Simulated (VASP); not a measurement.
BaTiO3: relaxation of shape and atoms at fixed volume with r2SCAN

BaTiO3:

```
Ba Ti O
1.0
     2.72648    1.57413    2.22615
    -2.72648    1.57413    2.22615
     0.00000   -3.14827    2.22615
Ba Ti O
1 1 3
Direct
  0.99585 0.99585 0.99585
  0.49613 0.49613 0.49613
  0.49560 0.49560 0.99552
  0.49560 0.99552 0.49560
  0.99552 0.49560 0.49560
```

```
Program                : VASP 6.6.1
Task                   : relaxation of shape and atoms at fixed volume
Functional             : r2SCAN
Potentials or basis    : VASP PAW PBE potentials, release 64 (Ba_sv, Ti_sv, O)
Cutoff                 : 660 eV
k mesh                 : 6 × 6 × 6
Occupations            : gaussian, width 0.02 eV
Spin                   : no spin polarisation
Dipole correction      : no
Further INCAR settings : ALGO = Normal; EDIFF = 1e-07; IBRION = 2; EDIFFG = -0.01; NSW = 50; ISIF = 4
```

| Quantity | Value |
| --- | --- |
| Energy gained by relaxing | 0.0 meV/atom |
| Ionic steps | 2 |
| Pressure after relaxing | 26.9 GPa |
| Largest force after relaxing | 0.004 eV/Å |
| Band gap on the k mesh | 2.39 eV (least direct gap 2.42 eV) |

Forces in eV/Å, atoms in the order of the input:
```
Ba   0.000  0.000 -0.004
Ti   0.000  0.000 -0.004
O    0.000 -0.001  0.003
O   -0.001  0.001  0.003
O    0.001  0.001  0.003
```

Final structure:
```
Ba Ti O
1.0
     2.72647    1.57413    2.22616
    -2.72647    1.57413    2.22616
     0.00000   -3.14826    2.22616
Ba Ti O
1 1 3
Direct
  0.99581 0.99581 0.99581
  0.49609 0.49609 0.49609
  0.49558 0.49558 0.99564
  0.49558 0.99564 0.49558
  0.99564 0.49558 0.49558
```

Levels at points of the mesh, in eV from the valence-band top:
| k point | band 17 | band 18 | band 19 | band 20 | band 21 | band 22 | band 23 | band 24 |
| --- | --- | --- | --- | --- | --- | --- | --- | --- |
| (0.00, 0.00, 0.00) | -1.32 | -0.03 | -0.03 | -0.03 | 2.39 | 2.39 | 2.39 | 5.01 |
| (0.50, 0.00, 0.00) | -1.95 | -1.95 | -0.73 | -0.73 | 2.60 | 4.49 | 4.49 | 5.05 |
| (0.50, 0.50, 0.00) | -1.70 | -0.79 | -0.79 | -0.11 | 4.50 | 4.50 | 4.99 | 6.13 |
| (0.50, 0.50, 0.50) | -2.31 | 0.00 | 0.00 | 0.00 | 5.34 | 5.34 | 5.34 | 7.97 |

Run time: 15 min on 1 thread of AMD EPYC 9R45 96-Core Processor (Zen 5) (shared host), peak memory 0.21 GiB.

Caveat: the PAW data sets were made with another functional, which shifts forces and pressure a little; spin-orbit coupling is left out, which moves the levels of the heavy elements. A k mesh can miss the band edges.
